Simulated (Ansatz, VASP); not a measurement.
## NaMgI3: VASP beside Ansatz

INCAR

```
SYSTEM = NaMgI3
  PREC = Accurate
  ENCUT = 520
  EDIFF = 1E-7
  ISMEAR = -1
  SIGMA = 0.02
  LREAL = .False.
  LASPH = .True.
  NELM = 100
  ALGO = Normal
  ISIF = 2
  LWAVE = .False.
  LCHARG = .False.
  GGA = PE
  NBANDS = 23
```

File KPOINTS:

```
Automatic mesh
0
Gamma
  4 4 4
  0 0 0
```

File POSCAR:

```
NaMgI3
1.0
    5.7593869811      0.0000000000      0.0000000000
    0.0000000000      5.7593869811      0.0000000000
    0.0000000000      0.0000000000      5.7593869811
Na Mg I
1 1 3
Direct
    0.0000000000      0.0000000000      0.0000000000
    0.5000000000      0.5000000000      0.5000000000
    0.5000000000      0.5000000000      0.0000000000
    0.5000000000      0.0000000000      0.5000000000
    0.0000000000      0.5000000000      0.5000000000
```

Input for Ansatz:

```yaml
crystal:
  lattice:
    - [5.7593869811, 0.0, 0.0]
    - [0.0, 5.7593869811, 0.0]
    - [0.0, 0.0, 5.7593869811]
  atoms:
    - { symbol: Na, position: [0.0, 0.0, 0.0] }
    - { symbol: Mg, position: [0.5, 0.5, 0.5] }
    - { symbol: I, position: [0.5, 0.5, 0.0] }
    - { symbol: I, position: [0.5, 0.0, 0.5] }
    - { symbol: I, position: [0.0, 0.5, 0.5] }
kpoints:
  mp_grid: { grid: [4, 4, 4] }
  band_path:
    path: [[0.0, 0.0, 0.0], [0.0, 0.5, 0.0], [0.5, 0.5, 0.0], [0.5, 0.5, 0.5]]
    npoints: 1
hamiltonian:
  xc: pbe
scf:
  occupations: { method: fermi_dirac, width: 0.02 }
  n_extra_bands: 5
output:
  forces: true
  stress: true
  eigenvalues: true
```

Change from the starting cell: hydrostatic strain -0.5%.

Alike in both runs: task single point; functional PBE; k mesh 4 × 4 × 4; occupations fermi-dirac, width 0.02 eV; no spin polarisation.

|  | VASP | Ansatz |
| --- | --- | --- |
| version | VASP 6.6.1 | Ansatz 0.2.0 |
| potentials or method | VASP PAW PBE potentials, release 64 (Na_pv, Mg, I) | plane waves, PAW |
| plane-wave cutoff (eV) | 520 | 420 |
| valence electrons in the cell | 30 | 70 |

Ansatz gave:

- gap on the k mesh at the Fermi level (eV): 1.22
- pressure (GPa): 0.6

**Question.** Which values does VASP return?

**Answer.** gap on the k mesh at the Fermi level (eV): 1.20; pressure (GPa): 0.6.

The functional is the same, so the differences come from potentials, cutoffs and numerics. VASP's potentials hold 30 valence electrons a cell and Ansatz's 70, so a difference there can come from the potentials and not from the codes.

Spin-orbit coupling is off throughout.
